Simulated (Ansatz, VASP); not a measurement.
## One calculation of ZrF2, two programs

```
Zr F
1.0
     4.23803    0.00000    0.00000
     0.00000    4.23803    0.00000
     0.00000    0.00000    2.98502
Zr F
1 2
Direct
  0.50000 0.50000 0.00000
  0.00000 0.50000 0.00000
  0.50000 0.00000 0.00000
```

Alike in both runs: functional PBE; k mesh 4 × 4 × 6; occupations gaussian, width 0.1 eV; no spin polarisation.

Ansatz relaxed the structure, and its values are those at the end. VASP's run is a single point on that final structure, the one shown.

```csv
,VASP,Ansatz
version,VASP 6.6.1,Ansatz 0.2.0
potentials or method,"VASP PAW PBE potentials, release 64 (Zr_sv, F), cutoff 520 eV","scalar-relativistic, plane waves, PAW"
valence electrons in the cell,26,26
```

|  | VASP | Ansatz | Ansatz less VASP |
| --- | --- | --- | --- |
| gap on the k mesh at the Fermi level (eV) | none | none | - |
| pressure (GPa) | 0.0 | 0.0 | 0.00 |

A gap of «none» marks a metal or a gap that the smearing closes.

The k mesh is coarse, so the values compare programs but aren't converged.
